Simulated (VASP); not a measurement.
Crystal: Cu.

```
Cu
1.0
     0.00000    1.84262    1.84262
     1.84262    0.00000    1.84262
     1.84262    1.84262    0.00000
Cu
1
Cartesian
  0.0000 0.0000 0.0000
```

Base run:

| Quantity | Value |
| --- | --- |
| Program | VASP 6.6.1 |
| Functional | PBEsol |
| Potentials or basis | VASP PAW PBE potentials, release 64 (Cu) |
| Cutoff | 520 eV |
| k mesh | 12 × 12 × 12 |
| Occupations | fermi-dirac, width 0.06 eV |
| Spin | no spin polarisation |

Its results: pressure -12.5 GPa.

Problem. After a change of settings the same cell gave: pressure -5.2 GPa. Which change was it?
A. functional from PBEsol to LDA; potentials or basis from VASP PAW PBE potentials, release 64 (Cu) to VASP PAW LDA potentials, release 64 (Cu)
B. further incar settings from ALGO = Normal; EDIFF = 1e-06; NBANDS = 12 to ALGO = Normal; EDIFF = 1e-07; NBANDS = 12
C. functional from PBEsol to PBE

Solution. C.

PBE binds less tightly than PBEsol, so the same cell stands under more pressure.

Caveats: the PAW data sets were made with another functional, which shifts forces and pressure a little (some runs).
